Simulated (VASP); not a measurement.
# Os (P6_3/mmc) in VASP: notebook

Os is run at these levels: LDA, PBEsol; tasks: vibrations by perturbation theory.

Everything below comes from runs of VASP 6.6.1. Logs are shortened: lines on timing, memory, paths and dates and some standing lists are left out, and cuts for length are marked.

### 1 The cell of the first run

The structure is hexagonal, space group P6_3/mmc (No. 194). The conventional cell has a = 2.734 Å, b = 2.734 Å, c = 4.320 Å, α = 90.00°, β = 90.00°, γ = 120.00°. Os (site symmetry -6m2) has 12 Os at 2.68 to 2.73 Å within 3.5 Å.

### 2 Vibrations by perturbation theory, LDA

File INCAR:

```
ALGO = Fast
EDIFF = 1E-8
ENCUT = 520
IBRION = 8
ISIF = 2
ISMEAR = -1
LASPH = T
LCHARG = F
LREAL = F
LWAVE = F
NELM = 60
NSW = 1
PREC = Accurate
SIGMA = 0.05
```

File KPOINTS:

```
k-points
0
Gamma
  8 8 5
```

File POSCAR:

```
Os
1.0
    2.7341000000      0.0000000000      0.0000000000
   -1.3670500000      2.3678000565      0.0000000000
    0.0000000000      0.0000000000      4.3197000000
Os
2
Direct
    0.6666666667      0.3333333333      0.7500000000
    0.3333333333      0.6666666667      0.2500000000
```

Potentials or basis: VASP PAW LDA potentials, release 64 (Os).

The run is started by

```sh
> cat potpaw_LDA.64/Os/POTCAR > POTCAR
> mpirun -np 1 vasp_std > vasp.out
```

OUTCAR:

```text
EDIFF = 1E-8
   ENCUT = 520
   IBRION = 8
   ISIF = 2
   ISMEAR = -1
   LASPH = T
   LREAL = F
   NELM = 60
   NSW = 1
   PREC = Accurate

 ion  position               nearest neighbor table
   1  0.667  0.333  0.750-   2 2.68   2 2.68   2 2.68   2 2.68   2 2.68   2 2.68
   2  0.333  0.667  0.250-   1 2.68   1 2.68   1 2.68   1 2.68   1 2.68   1 2.68

  LATTYP: Found a hexagonal cell.
 ALAT       =     2.7341000000
 C/A-ratio  =     1.5799348963

  Lattice vectors:

 A1 = (   2.7341000000,   0.0000000000,   0.0000000000)
 A2 = (  -1.3670500000,   2.3678000565,   0.0000000000)
 A3 = (   0.0000000000,   0.0000000000,   4.3197000000)

Analysis of symmetry for initial positions (statically):
=====================================================================
 Subroutine PRICEL returns:
 Original cell was already a primitive cell.

 Routine SETGRP: Setting up the symmetry group for a
 hexagonal supercell.

 Subroutine GETGRP returns: Found 24 space group operations
 (whereof 12 operations were pure point group operations)
 out of a pool of 24 trial point group operations.

The static configuration has the point symmetry D_3d.
 The point group associated with its full space group is D_6h.

Analysis of symmetry for dynamics (positions and initial velocities):
=====================================================================
 Subroutine PRICEL returns:
 Original cell was already a primitive cell.

 Routine SETGRP: Setting up the symmetry group for a
 hexagonal supercell.

 Subroutine GETGRP returns: Found 24 space group operations
 (whereof 12 operations were pure point group operations)
 out of a pool of 24 trial point group operations.

The dynamic configuration has the point symmetry D_3d.
 The point group associated with its full space group is D_6h.

 Subroutine INISYM returns: Found 24 space group operations
 (whereof 12 operations are pure point group operations),
 and found     1 'primitive' translations

----------------------------------------------------------------------------------------

                                     Primitive cell

  volume of cell :      27.9649

  direct lattice vectors                    reciprocal lattice vectors
     2.734100000  0.000000000  0.000000000     0.365751070  0.211166479  0.000000000
    -1.367050000  2.367800057  0.000000000     0.000000000  0.422332957  0.000000000
     0.000000000  0.000000000  4.319700000     0.000000000  0.000000000  0.231497558

  length of vectors
     2.734100000  2.734100000  4.319700000     0.422332957  0.422332957  0.231497558

  position of ions in fractional coordinates (direct lattice)
     0.666666667  0.333333333  0.750000000
     0.333333333  0.666666667  0.250000000

  ion indices of the primitive-cell ions
   primitive index   ion index
                 1           1
                 2           2

----------------------------------------------------------------------------------------

 KPOINTS: k-points

Automatic generation of k-mesh.
 Grid dimensions read from file:
 generate k-points for:    8    8    5

 Generating k-lattice:

  Cartesian coordinates                     Fractional coordinates (reciprocal lattice)
     0.045718884  0.026395810  0.000000000     0.125000000 -0.000000000  0.000000000
     0.000000000  0.052791620  0.000000000     0.000000000  0.125000000  0.000000000
     0.000000000  0.000000000  0.046299512     0.000000000  0.000000000  0.200000000

  Length of vectors
     0.052791620  0.052791620  0.046299512

[... 79 lines left out ...]
   LHFCALC =     F    Hartree Fock is set to
   AEXX    =    0.0000 exact exchange contribution
   IVDW    =     0    specifies the selected vdW correction
   LEPSILON=     F    determine dielectric tensor
   LRPA    =     F    only Hartree local field effects (RPA)
 non-spin polarized calculation
 RMM-DIIS sequential band-by-band and
  energy-cutoff  :      520.00
  volume of cell :       27.96
 maximum number of plane-waves:       762
   NGX = 11   NGY = 11   NGZ = 17

--------------------------------------- Ionic step        1  -------------------------------------------

 number of electron      15.9999998 magnetization

 Free energy of the ion-electron system (eV)
  ---------------------------------------------------
  ext. energy  EPLUGINS =         0.00000000
  ---------------------------------------------------
  free energy    TOTEN  =       -25.35975266 eV

  energy without entropy =      -25.35157201  energy(sigma->0) =      -25.35566233

 E-fermi :   9.1643     XC(G=0): -14.1824

 val. band max:        9.0932799019   @ k =   0.5000   0.0000   0.4000
 cond. band min:       9.5335395987   @ k =   0.0000   0.0000   0.0000
 fundamental gap:      0.4402596969
 Fermi energy:         9.1643230664

 k-point     1 :       0.0000    0.0000    0.0000
  band No.  band energies     occupation
      1      -1.4746      2.00000
      2       1.6351      2.00000
      3       6.3317      2.00000
      4       6.3317      2.00000
      5       6.5750      2.00000
      6       7.1714      2.00000
      7       7.1714      2.00000
      8       7.8151      2.00000
      9       7.8151      2.00000
     10       9.5335      0.00124
     11      11.0670      0.00000
     12      11.0670      0.00000
[... 331 lines left out ...]
 k-point    24 :       0.3750    0.0000    0.4000
  band No.  band energies     occupation
      1       1.8779      2.00000
      2       2.5264      2.00000
      3       3.9622      2.00000
      4       4.5789      2.00000
      5       7.4105      2.00000
      6       7.4677      2.00000
      7       8.4214      2.00000
      8       8.8735      1.99406
      9      10.8535      0.00000
     10      11.1657      0.00000
     11      11.2924      0.00000
     12      12.9996      0.00000

 [... further k-points ...]
[... 5 lines left out ...]
  --------------------------------------------------------------------------------------
  -------------------------------------------------------------------------------------
  Total       -1.4483789     -1.4483789     -1.5529761     -0.0000000      0.0000000      0.0000000
  in kB      -82.9812073    -82.9812073    -88.9738416     -0.0000000      0.0000000      0.0000000
  external PRESSURE =     -84.9787520 kB  Pullay stress =       0.0000000 kB

 VOLUME and BASIS-vectors are now :
 -----------------------------------------------------------------------------
  energy-cutoff  :      520.00
  volume of cell :       27.96
      direct lattice vectors                 reciprocal lattice vectors
     2.734100000  0.000000000  0.000000000     0.365751070  0.211166479  0.000000000
    -1.367050000  2.367800057  0.000000000     0.000000000  0.422332957  0.000000000
     0.000000000  0.000000000  4.319700000     0.000000000  0.000000000  0.231497558

 POSITION                                       TOTAL-FORCE (eV/Angst)
 -----------------------------------------------------------------------------------
      1.36705      0.78927      3.23977         0.000000     -0.000000      0.000000
     -0.00000      1.57853      1.07993        -0.000000      0.000000      0.000000
 -----------------------------------------------------------------------------------
    total drift:                               -0.000000      0.000000     -0.000000

  FREE ENERGIE OF THE ION-ELECTRON SYSTEM (eV)
  ---------------------------------------------------
  free  energy   TOTEN  =       -25.3597526554 eV

  energy  without entropy=      -25.3515720122  energy(sigma->0) =      -25.35566233

[... ionic steps 2 to 3 ...]

--------------------------------------- Ionic step        4  -------------------------------------------

------------------------ aborting loop because EDIFF is reached ----------------------------------------

[... ionic steps 5 to 5 ...]

--------------------------------------- Ionic step        6  -------------------------------------------

 Free energy of the ion-electron system (eV)
  ---------------------------------------------------
  ---------------------------------------------------
  free energy    TOTEN  =        -0.24236356 eV

  energy without entropy =       -0.24236356

------------------------ aborting loop because EDIFF is reached ----------------------------------------

 INTERNAL STRAIN TENSOR  FOR ION    1  DIRECTION 3   (eV/Angst):
 -----------------------------------------------------------------------------
    -0.00054  0.00000  0.00000
     0.00000 -0.00054  0.00000
     0.00000 -0.00000  0.00767

 INTERNAL STRAIN TENSOR FOR ION    2 for displacements in x,y,z  (eV/Angst):
          X           Y           Z          XY          YZ          ZX
  --------------------------------------------------------------------------------
  x     0.00000     0.00000     0.00000    -0.89296     0.00000     0.00000
  y    -0.89296     0.89296     0.00000    -0.00000     0.00000     0.00000
  z     0.00000     0.00000     0.00000     0.00000     0.00000     0.00000

 SECOND DERIVATIVES (NOT SYMMETRIZED)
 ------------------------------------
               1X          1Y          1Z          2X          2Y          2Z
  1X   -10.892403    0.000000    0.000000   10.892403    0.000000    0.000000
  1Y     0.000000  -10.892403    0.000000    0.000000   10.892403    0.000000
  1Z     0.000000    0.000000  -16.598468   -0.000000   -0.000000   16.598468
  2X    10.892403    0.000000    0.000000  -10.892403    0.000000    0.000000
  2Y     0.000000   10.892403    0.000000    0.000000  -10.892403    0.000000
  2Z    -0.000000   -0.000000   16.598468    0.000000    0.000000  -16.598468

 Eigenvectors and eigenvalues of the dynamical matrix
 ----------------------------------------------------

   1 f  =    6.531222 THz    41.036880 2PiTHz  217.858128 cm-1    27.010953 meV
             X         Y         Z           dx          dy          dz
      1.367050  0.789267  3.239775     0.000000    0.000000   -0.707107
     -0.000000  1.578533  1.079925    -0.000000    0.000000    0.707107
[... 21 lines left out ...]
   6 f/i=    0.000000 THz     0.000000 2PiTHz    0.000002 cm-1     0.000000 meV
             X         Y         Z           dx          dy          dz
      1.367050  0.789267  3.239775    -0.650620    0.276937    0.000000
     -0.000000  1.578533  1.079925    -0.650620    0.276937    0.000000

--------------------------------------------------------------------------------------------------------

 ELASTIC MODULI CONTR FROM IONIC RELAXATION (kBar)
 Direction    XX          YY          ZZ          XY          YZ          ZX
 --------------------------------------------------------------------------------
 XX          -4.1941      4.1941      0.0000     -0.0000     -0.0000      0.0000
 YY           4.1941     -4.1941     -0.0000      0.0000      0.0000      0.0000
 ZZ           0.0000     -0.0000     -0.0000      0.0000      0.0000      0.0000
 XY          -0.0000      0.0000      0.0000     -4.1941      0.0000      0.0000
 YZ          -0.0000      0.0000      0.0000      0.0000     -0.0000      0.0000
 ZX           0.0000      0.0000      0.0000      0.0000      0.0000      0.0000
 --------------------------------------------------------------------------------
```

Run time: 97 s. Hardware: 1 thread of Intel Xeon 8259CL, shared host; peak memory 0.19 GiB.

Results:

| Quantity | Value |
| --- | --- |
| Highest phonon frequency at Γ | 218 cm⁻¹ |

Phonon frequencies in cm⁻¹ (negative: imaginary):
| q point | frequencies |
| --- | --- |
| (0.000, 0.000, 0.000) | 0 0 0 176 176 218 |

Caveat: the cell wasn't relaxed at this level first, which shifts response properties; spin-orbit coupling is left out, which moves the levels of the heavy elements.

### 3 Vibrations by perturbation theory, PBEsol

File INCAR:

```
PREC = Accurate
ENCUT = 520
EDIFF = 1E-8
ISMEAR = -1
SIGMA = 0.05
LREAL = F
LASPH = T
NELM = 100
ALGO = Normal
ISIF = 2
LWAVE = F
LCHARG = F
GGA = PS
IBRION = 8
NSW = 1
```

File KPOINTS:

```
Automatic mesh
0
Gamma
  10 10 6
```

POSCAR is that of step 2.

Potentials or basis: VASP PAW PBE potentials, release 64 (Os).

The run is started by

```sh
> cat potpaw_PBE.64/Os/POTCAR > POTCAR
> mpirun -np 1 vasp_std > vasp.out
```

OUTCAR:

```text
PREC = Accurate
   ENCUT = 520
   EDIFF = 1E-8
   ISMEAR = -1
   LREAL = F
   LASPH = T
   NELM = 100
   ISIF = 2
   GGA = PS
   IBRION = 8
   NSW = 1

 ion  position               nearest neighbor table
   1  0.667  0.333  0.750-   2 2.68   2 2.68   2 2.68   2 2.68   2 2.68   2 2.68
   2  0.333  0.667  0.250-   1 2.68   1 2.68   1 2.68   1 2.68   1 2.68   1 2.68

  LATTYP: Found a hexagonal cell.
 ALAT       =     2.7341000000
 C/A-ratio  =     1.5799348963

  Lattice vectors:

 A1 = (   2.7341000000,   0.0000000000,   0.0000000000)
 A2 = (  -1.3670500000,   2.3678000565,   0.0000000000)
 A3 = (   0.0000000000,   0.0000000000,   4.3197000000)

Analysis of symmetry for initial positions (statically):
=====================================================================
 Subroutine PRICEL returns:
 Original cell was already a primitive cell.

 Routine SETGRP: Setting up the symmetry group for a
 hexagonal supercell.

 Subroutine GETGRP returns: Found 24 space group operations
 (whereof 12 operations were pure point group operations)
 out of a pool of 24 trial point group operations.

The static configuration has the point symmetry D_3d.
 The point group associated with its full space group is D_6h.

Analysis of symmetry for dynamics (positions and initial velocities):
=====================================================================
 Subroutine PRICEL returns:
 Original cell was already a primitive cell.

 Routine SETGRP: Setting up the symmetry group for a
 hexagonal supercell.

 Subroutine GETGRP returns: Found 24 space group operations
[... 550 lines left out ...]
  free  energy   TOTEN  =       -24.4688310985 eV

  energy  without entropy=      -24.4585037662  energy(sigma->0) =      -24.46366743

[... ionic steps 2 to 3 ...]

--------------------------------------- Ionic step        4  -------------------------------------------

------------------------ aborting loop because EDIFF is reached ----------------------------------------

[... ionic steps 5 to 5 ...]

--------------------------------------- Ionic step        6  -------------------------------------------

 Free energy of the ion-electron system (eV)
  ---------------------------------------------------
  ---------------------------------------------------
  free energy    TOTEN  =        -0.23748273 eV

  energy without entropy =       -0.23748273

------------------------ aborting loop because EDIFF is reached ----------------------------------------

 INTERNAL STRAIN TENSOR  FOR ION    1  DIRECTION 3   (eV/Angst):
 -----------------------------------------------------------------------------
     0.09831  0.00000  0.00000
     0.00000  0.09831 -0.00000
     0.00000 -0.00000 -0.19118

 INTERNAL STRAIN TENSOR FOR ION    2 for displacements in x,y,z  (eV/Angst):
          X           Y           Z          XY          YZ          ZX
  --------------------------------------------------------------------------------
  x     0.00000     0.00000     0.00000    -1.86339     0.00000     0.00000
  y    -1.86339     1.86339     0.00000     0.00000     0.00000     0.00000
  z    -0.00000    -0.00000     0.00000     0.00000    -0.00000     0.00000

 SECOND DERIVATIVES (NOT SYMMETRIZED)
 ------------------------------------
               1X          1Y          1Z          2X          2Y          2Z
  1X    -9.573087    0.000000    0.000000    9.573087    0.000000    0.000000
  1Y     0.000000   -9.573087    0.000000    0.000000    9.573087    0.000000
  1Z    -0.000000    0.000000  -15.108278    0.000000    0.000000   15.108278
  2X     9.573087    0.000000    0.000000   -9.573087    0.000000    0.000000
  2Y     0.000000    9.573087    0.000000    0.000000   -9.573087    0.000000
  2Z     0.000000    0.000000   15.108278   -0.000000    0.000000  -15.108278

 Eigenvectors and eigenvalues of the dynamical matrix
 ----------------------------------------------------

   1 f  =    6.231146 THz    39.151447 2PiTHz  207.848671 cm-1    25.769939 meV
             X         Y         Z           dx          dy          dz
      1.367050  0.789267  3.239775    -0.000000    0.000000   -0.707107
     -0.000000  1.578533  1.079925     0.000000    0.000000    0.707107
[... 16 lines left out ...]
   5 f  =    0.000000 THz     0.000000 2PiTHz    0.000000 cm-1     0.000000 meV
             X         Y         Z           dx          dy          dz
      1.367050  0.789267  3.239775     0.000000    0.000000    0.707107
     -0.000000  1.578533  1.079925    -0.000000    0.000000    0.707107

   6 f/i=    0.000000 THz     0.000000 2PiTHz    0.000000 cm-1     0.000000 meV
             X         Y         Z           dx          dy          dz
      1.367050  0.789267  3.239775    -0.707107   -0.000000   -0.000000
     -0.000000  1.578533  1.079925    -0.707107   -0.000000    0.000000

--------------------------------------------------------------------------------------------------------

 ELASTIC MODULI CONTR FROM IONIC RELAXATION (kBar)
 Direction    XX          YY          ZZ          XY          YZ          ZX
 --------------------------------------------------------------------------------
 XX         -20.7804     20.7804      0.0000      0.0000     -0.0000      0.0000
 YY          20.7804    -20.7804     -0.0000      0.0000     -0.0000      0.0000
 ZZ           0.0000     -0.0000     -0.0000     -0.0000      0.0000      0.0000
 XY           0.0000      0.0000     -0.0000    -20.7804      0.0000      0.0000
 YZ          -0.0000     -0.0000      0.0000      0.0000     -0.0000      0.0000
 ZX           0.0000      0.0000      0.0000      0.0000      0.0000      0.0000
 --------------------------------------------------------------------------------
```

It took 2.6 min on 1 thread of AMD EPYC 7R13, shared host; peak memory 0.23 GiB.

What came out:

```yaml
Highest_phonon_frequency_at_Γ: 208 cm⁻¹
```

Phonon frequencies in cm⁻¹ (negative: imaginary):
| q point | frequencies |
| --- | --- |
| (0.000, 0.000, 0.000) | 0 0 0 165 165 208 |

Caveat: the cell wasn't relaxed at this level first, which shifts response properties; the PAW data sets were made with another functional, which shifts forces and pressure a little; spin-orbit coupling is left out, which moves the levels of the heavy elements.
